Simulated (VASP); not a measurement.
# Ge (I4_1/amd) in VASP: notebook

Ge is run at these levels: PBE; tasks: single point.

Program: VASP 6.6.1. These are calculated values, not measurements. Logs are shortened: lines on timing, memory, paths and dates and some standing lists are left out, and cuts for length are marked.

## (1) The cell of the first run

Symmetry: I4_1/amd, No. 141, tetragonal system. The conventional cell has a = 5.258 Å, b = 5.258 Å, c = 2.875 Å, α = 90.00°, β = 90.00°, γ = 90.00°. Ge (site symmetry -4m2) has 10 Ge at 2.73 to 3.40 Å within 3.6 Å.

## (2) Single point, PBE (19.87 Å³/atom)

INCAR

```
SYSTEM = Ge
  PREC = Accurate
  ENCUT = 520
  EDIFF = 1E-6
  ISMEAR = 0
  SIGMA = 0.1
  LREAL = .FALSE.
  LASPH = .TRUE.
  NELM = 60
  ALGO = Normal
  ISIF = 2
  LWAVE = .FALSE.
  LCHARG = .FALSE.
  GGA = PE
  NBANDS = 21
```

KPOINTS

```
regular mesh
0
G
  16 16 16
  0 0 0
```

POSCAR

```
Ge
1.0
   -2.6290792935      2.6290792935      1.4373335862
    2.6290792935     -2.6290792935      1.4373335862
    2.6290792935      2.6290792935     -1.4373335862
Ge
2
Direct
    0.2500000000      0.7500000000      0.5000000000
    0.5000000000      0.5000000000      0.0000000000
```

Potentials or basis: VASP PAW PBE potentials, release 64 (Ge_d).

Run with:

```sh
cat potpaw_PBE.64/Ge_d/POTCAR > POTCAR
mpirun -np 1 vasp_std > vasp.out
```

OUTCAR:

```text
SYSTEM = Ge
   PREC = Accurate
   ENCUT = 520
   EDIFF = 1E-6
   ISMEAR = 0
   LREAL = .FALSE.
   LASPH = .TRUE.
   NELM = 60
   ISIF = 2
   GGA = PE

 ion  position               nearest neighbor table
   1  0.250  0.750  0.500-   2 2.73   2 2.73   2 2.73   2 2.73
   2  0.500  0.500  0.000-   1 2.73   1 2.73   1 2.73   1 2.73

  LATTYP: Found a body centered tetragonal cell.
 ALAT       =     5.2581585870
 C/A-ratio  =     0.5467060616

  Lattice vectors:

 A1 = (  -2.6290792935,   2.6290792935,   1.4373335862)
 A2 = (   2.6290792935,  -2.6290792935,   1.4373335862)
 A3 = (   2.6290792935,   2.6290792935,  -1.4373335862)

Analysis of symmetry for initial positions (statically):
=====================================================================
 Subroutine PRICEL returns:
 Original cell was already a primitive cell.

 Routine SETGRP: Setting up the symmetry group for a
 body centered tetragonal supercell.

 Subroutine GETGRP returns: Found 16 space group operations
 (whereof  8 operations were pure point group operations)
 out of a pool of 16 trial point group operations.

The static configuration has the point symmetry D_2d.
 The point group associated with its full space group is D_4h.

Analysis of symmetry for dynamics (positions and initial velocities):
=====================================================================
 Subroutine PRICEL returns:
 Original cell was already a primitive cell.

 Routine SETGRP: Setting up the symmetry group for a
 body centered tetragonal supercell.

 Subroutine GETGRP returns: Found 16 space group operations
 (whereof  8 operations were pure point group operations)
 out of a pool of 16 trial point group operations.

The dynamic configuration has the point symmetry D_2d.
 The point group associated with its full space group is D_4h.

 Subroutine INISYM returns: Found 16 space group operations
 (whereof  8 operations are pure point group operations),
 and found     1 'primitive' translations

----------------------------------------------------------------------------------------

                                     Primitive cell

  volume of cell :      39.7397

  direct lattice vectors                    reciprocal lattice vectors
    -2.629079293  2.629079293  1.437333586     0.000000000  0.190180647  0.347866358
     2.629079293 -2.629079293  1.437333586     0.190180647  0.000000000  0.347866358
[... 83 lines left out ...]
   ENCUT  =  520.0 eV  38.22 Ry    6.18 a.u.   7.41  7.41  7.41*2*pi/ulx,y,z
   NELM   =     60;   NELMIN=  2; NELMDL= -5     # of ELM steps
   EDIFF  = 0.1E-05   stopping-criterion for ELM
   LREAL  =      F    real-space projection
   EDIFFG = 0.1E-04   stopping-criterion for IOM
   NSW    =      0    number of steps for IOM
   IBRION =     -1    ionic relax: 0-MD 1-quasi-New 2-CG
   NFREE  =      0    steps in history (QN), initial steepest desc. (CG)
   ISIF   =      2    stress and relaxation
   ISYM   =      2    0-nonsym 1-usesym 2-fastsym
   POTIM  = 0.5000    time-step for ionic-motion
   TEBEG  =    0.0;   TEEND  =   0.0 temperature during run
   PSTRESS=    0.0 pullay stress
   NELECT =      28.0000    total number of electrons
   NUPDOWN=      -1.0000    fix difference up-down
   EMIN   =  10.00;   EMAX   =-10.00  energy-range for DOS
   EFERMI =   0.00;   METHOD = LEGACY
   ISMEAR =     0;   SIGMA  =   0.10  broadening in eV -4-tet -1-fermi 0-gaus
   EFERMI_NEDOS =   21; number of points for ismear=-14 and -15
   IALGO  =     38    algorithm
   IMIX   =      4    mixing-type and parameters
     AMIX     =   0.40;   BMIX     =  1.00
     AMIX_MAG =   1.60;   BMIX_MAG =  1.00
  volume/ion in A,a.u.               =      19.87       134.09
  Fermi-wavevector in a.u.,A,eV,Ry     =   1.456753  2.752864 28.873314  2.122129
  Thomas-Fermi vector in A             =   2.573634
   LORBIT       =      0    0 simple, 1 ext, 2 COOP (PROOUT), +10 PAW based schemes
   GGA     = PE    functional components
   LHFCALC =     F    Hartree Fock is set to
   AEXX    =    0.0000 exact exchange contribution
   IVDW    =     0    specifies the selected vdW correction
   LEPSILON=     F    determine dielectric tensor
   LRPA    =     F    only Hartree local field effects (RPA)
 non-spin polarized calculation
 Gauss-broadening in eV      SIGMA  =   0.10
  energy-cutoff  :      520.00
  volume of cell :       39.74
 maximum number of plane-waves:      1109
 NGX is ok and might be reduce to    30
   NGX = 15   NGY = 15   NGZ = 15

 number of electron      27.9999990 magnetization

 Free energy of the ion-electron system (eV)
  ---------------------------------------------------
  ext. energy  EPLUGINS =         0.00000000
  ---------------------------------------------------
  free energy    TOTEN  =        -8.57286456 eV

  energy without entropy =       -8.56882927  energy(sigma->0) =       -8.57084692

 E-fermi :   6.0716     XC(G=0): -10.9697

 val. band max:        6.0602092424   @ k =  -0.0625   0.3125   0.0625
 cond. band min:       6.0765062969   @ k =   0.1875   0.1250   0.0000
 fundamental gap:      0.0162970545
 Fermi energy:         6.0715753691

 k-point     1 :       0.0000    0.0000    0.0000
  band No.  band energies     occupation
      1     -18.6510      2.00000
      2     -18.6154      2.00000
      3     -18.5872      2.00000
      4     -18.5861      2.00000
      5     -18.5064      2.00000
      6     -18.5064      2.00000
[... 565 lines left out ...]
     20      17.6038      0.00000
     21      18.1981      0.00000

 [... further k-points ...]

------------------------ aborting loop because EDIFF is reached ----------------------------------------

  FORCE on cell =-STRESS in cart. coord.  units (eV):
  Direction    XX          YY          ZZ          XY          YZ          ZX
  --------------------------------------------------------------------------------------
  -------------------------------------------------------------------------------------
  Total       -0.5010496     -0.5010496     -0.4627996      0.0000000      0.0000000      0.0000000
  in kB      -20.2006962    -20.2006962    -18.6585806      0.0000000      0.0000000      0.0000000
  external PRESSURE =     -19.6866576 kB  Pullay stress =       0.0000000 kB

 VOLUME and BASIS-vectors are now :
 -----------------------------------------------------------------------------
  energy-cutoff  :      520.00
  volume of cell :       39.74
      direct lattice vectors                 reciprocal lattice vectors
    -2.629079293  2.629079293  1.437333586     0.000000000  0.190180647  0.347866358
     2.629079293 -2.629079293  1.437333586     0.190180647  0.000000000  0.347866358
     2.629079293  2.629079293 -1.437333586     0.190180647  0.190180647  0.000000000

 POSITION                                       TOTAL-FORCE (eV/Angst)
 -----------------------------------------------------------------------------------
      2.62908      0.00000      0.71867        -0.000000      0.000000      0.000000
      0.00000      0.00000      1.43733         0.000000     -0.000000     -0.000000
 -----------------------------------------------------------------------------------
    total drift:                                0.000000     -0.000000      0.000000

  FREE ENERGIE OF THE ION-ELECTRON SYSTEM (eV)
  ---------------------------------------------------
  free  energy   TOTEN  =        -8.5728645635 eV

  energy  without entropy=       -8.5688292730  energy(sigma->0) =       -8.57084692
```

stdout:

```text
POSCAR found type information on POSCAR Ge
 POSCAR found :  1 types and       2 ions
 scaLAPACK will be used
 LDA part: xc-table for (Slater+PW92), standard interpolation
 POSCAR, INCAR and KPOINTS ok, starting setup
 FFT: planning ... GRIDC
 FFT: planning ... GRID_SOFT
 FFT: planning ... GRID
 WAVECAR not read
 entering main loop
```

Run time: 2.2 min. Hardware: 1 thread of AMD EPYC 9R45 (Zen 5), shared host; peak memory 0.31 GiB.

What came out:

| Item | Value |
| --- | --- |
| Free energy | -8.5729 eV |
| Pressure | -2.0 GPa |
| Band gap on the k mesh | zero (bands 14 and 15 overlap by 4.89 eV) |

Stress tensor (GPa, compression positive):
```
-2.02  0.00  0.00
 0.00 -2.02  0.00
 0.00  0.00 -1.87
```

Levels at points of the mesh, in eV from the Fermi level:
```tsv
k point	band 10	band 11	band 12	band 13	band 14	band 15	band 16	band 17	band 18	band 19
(0.00, 0.00, 0.00)	-24.46	-12.75	-4.24	-2.14	-2.14	3.44	7.17	7.17	7.47	7.64
(0.50, 0.00, 0.00)	-24.50	-7.96	-6.18	-2.71	-1.84	-1.27	2.55	3.32	5.14	8.56
(0.50, 0.50, 0.00)	-24.53	-10.15	-10.15	0.64	0.64	1.79	1.79	6.96	6.96	10.86
(0.50, 0.50, 0.50)	-24.57	-8.66	-8.66	-5.48	-5.48	5.70	5.70	10.29	10.29	14.63
```

## (3) Single point, PBE (20.45 Å³/atom)

This run uses another cell than the first one, of 20.45 Å³/atom.

INCAR

```
SYSTEM = Ge
PREC     = Accurate       ! precision mode
ENCUT    = 520            ! plane-wave cutoff, eV
EDIFF    = 1E-7           ! SCF threshold, eV
ISMEAR   = 0              ! smearing method
SIGMA    = 0.1            ! smearing width, eV
LREAL    = .False.        ! projectors in reciprocal space
LASPH    = .True.         ! aspherical terms in the spheres
NELM     = 100            ! most SCF steps
ALGO     = Normal         ! electronic algorithm
ISIF     = 2              ! what is computed and relaxed
LWAVE    = .False.        ! write WAVECAR
LCHARG   = .False.        ! write CHGCAR
GGA      = PE             ! functional
NBANDS   = 21             ! bands
```

KPOINTS

```
Automatic mesh
0
Gamma
  16 16 16
  0 0 0
```

POSCAR

```
Ge
1.0
   -2.6522561202      2.6522561202      1.4534585913
    2.6522561202     -2.6522561202      1.4534585913
    2.6522561202      2.6522561202     -1.4534585913
Ge
2
Direct
    0.2500000000      0.7500000000      0.5000000000
    0.5000000000      0.5000000000      0.0000000000
```

Potentials or basis: VASP PAW PBE potentials, release 64 (Ge_d).

Run with:

```sh
cat potpaw_PBE.64/Ge_d/POTCAR > POTCAR
mpirun -np 1 vasp_std > vasp.out
```

It took 2.6 min on 1 thread of AMD EPYC 9R45 (Zen 5), shared host; peak memory 0.32 GiB.

The run converged. Its results:

* Free energy: -8.5541 eV
* Pressure: -3.4 GPa
* Band gap on the k mesh: zero (bands 14 and 15 overlap by 4.72 eV)

Stress tensor (GPa, compression positive):
```
-3.46  0.00  0.00
 0.00 -3.46  0.00
 0.00  0.00 -3.36
```

Levels at points of the mesh, in eV from the Fermi level:
```
           k point  band 12  band 13  band 14  band 15  band 16  band 17
(0.00, 0.00, 0.00)    -4.31    -2.05    -2.05     3.51     7.01     7.01
(0.50, 0.00, 0.00)    -6.10    -2.72    -1.76    -1.23     2.58     3.23
(0.50, 0.50, 0.00)    -9.98     0.67     0.67     1.75     1.75     6.75
(0.50, 0.50, 0.50)    -8.56    -5.30    -5.30     5.53     5.53    10.00
```

Caveat: the cell stands under tension.
